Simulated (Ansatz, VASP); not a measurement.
**Hf: VASP beside Ansatz**

```
Hf
1.0
     3.20732    0.00000    0.00000
    -1.60366    2.77762    0.00000
     0.00000    0.00000    5.07460
Hf
2
Direct
  0.33333 0.66667 0.25000
  0.66667 0.33333 0.75000
```

Change from the starting cell: volume scaled by 1.01, crystal datasets.

Alike in both runs: task electric field gradients; functional PBE; k mesh 13 × 13 × 7; occupations fermi-dirac, width 0.05 eV; no spin polarisation.

|  | VASP | Ansatz |
| --- | --- | --- |
| version | VASP 6.6.1 | Ansatz 0.2.0 |
| potentials or method | VASP PAW PBE potentials, release 64 (Hf_pv), cutoff 520 eV | all-electron PAW with datasets made for the crystal, scalar-relativistic |

```tsv
	VASP	Ansatz	Ansatz less VASP
pressure (GPa)	-0.7	-0.3	+0.45
traceless stress, the component that is largest in VASP (GPa)	-0.18	-0.11	+0.071
size of Vzz on the site where it differs most (V/Å²)	79.5	88.2	+8.67
```

Ansatz ran all-electron here, and VASP with PAW potentials.

Neither program's run includes spin-orbit coupling.
